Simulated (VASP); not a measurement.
Wanted: the native input for a VASP 6.6.1 run.

```yaml
Task: single point
Functional: PBE
Potentials_or_basis: VASP PAW PBE potentials, release 64 (Al, Ga_d, N)
Cutoff: 520 eV
k_mesh: 12 × 12 × 4
Occupations: gaussian, width 0.02 eV
Spin: no spin polarisation
Dipole_correction: no
Further_INCAR_settings: ALGO = Normal; EDIFF = 1e-07; NBANDS = 61
```

The structure of AlGa5N6 lies in POSCAR:

```
AlGa5N6
1.0
    2.9954464703      0.0000000000      0.0000000000
    0.0000000000      2.9954464703      0.0000000000
    0.0000000000      0.0000000000     12.7253237887
Al Ga N
1 5 6
Direct
    0.0000000000      0.0000000000      0.0000000000
    0.0000000000      0.0000000000      0.6692386092
    0.5000000000      0.5000000000      0.5000000000
    0.0000000000      0.0000000000      0.3307613908
    0.5000000000      0.5000000000      0.1634230899
    0.5000000000      0.5000000000      0.8365769101
    0.0000000000      0.0000000000      0.5000000000
    0.5000000000      0.5000000000      0.3312040663
    0.0000000000      0.0000000000      0.1613541682
    0.5000000000      0.5000000000      0.0000000000
    0.0000000000      0.0000000000      0.8386458318
    0.5000000000      0.5000000000      0.6687959337
```

These files were run (other wordings do the same):

INCAR

```
SYSTEM = AlGa5N6
PREC = Accurate ; ENCUT = 520
EDIFF = 1E-7 ; ISMEAR = 0
SIGMA = 0.02 ; LREAL = .False.
LASPH = .True. ; NELM = 60
ALGO = Normal ; ISIF = 2
LWAVE = .False. ; LCHARG = .True.
GGA = PE ; LELF = .True.
LVHAR = .True. ; NBANDS = 61
```

KPOINTS

```
Automatic mesh
0
Gamma
  12 12 4
  0 0 0
```

Potentials or basis: VASP PAW PBE potentials, release 64 (Al, Ga_d, N).

Launch:

```console
$ cat potpaw_PBE.64/Al/POTCAR potpaw_PBE.64/Ga_d/POTCAR potpaw_PBE.64/N/POTCAR > POTCAR
$ mpirun -np 1 vasp_std > vasp.out
```

Results of the run:

The pressure is 0.6 GPa. The largest force is 0.024 eV/Å and the band gap on the k mesh is 0.50 eV (least direct gap 1.17 eV).

Wall time 7 min on 1 thread of Intel(R) Xeon(R) Platinum 8488C (Sapphire Rapids), with other jobs on the host, peak memory 0.52 GiB.
